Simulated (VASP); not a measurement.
A run of VASP 6.6.1:

INCAR

```
ALGO = Normal ; EDIFF = 1E-6
ENCUT = 500 ; GGA = PE
GGA_COMPAT = False ; ISIF = 2
ISMEAR = 0 ; LASPH = True
LCHARG = True ; LELF = True
LREAL = False ; LVHAR = True
LWAVE = False ; NBANDS = 21
NELM = 120 ; PREC = Accurate
SIGMA = 0.05
```

Contents of KPOINTS:

```
k-points
0
Gamma
  8 8 4
```

POSCAR

```
Mo
1.0
    2.7494746523      0.0000000000      0.0000000000
   -1.3747373262      2.3811148959      0.0000000000
    0.0000000000      0.0000000000      4.9232222101
Mo
2
Direct
    0.3333333333      0.6666666667      0.7500000000
    0.6666666667      0.3333333333      0.2500000000
```

Potentials or basis: VASP PAW PBE potentials, release 64 (Mo_sv).

Run with:

```console
$ cat potpaw_PBE.64/Mo_sv/POTCAR > POTCAR
$ mpirun -np 1 vasp_std > vasp.out
```

Hardware: 1 thread of Intel(R) Xeon(R) 6975P-C (Granite Rapids) (shared host).

Q: How long does it take, and how much memory?

A: Run time: 6.8 s on 1 thread of Intel(R) Xeon(R) 6975P-C (Granite Rapids) (shared host), peak memory 0.14 GiB. Counts: scf iterations 12, k points 30.
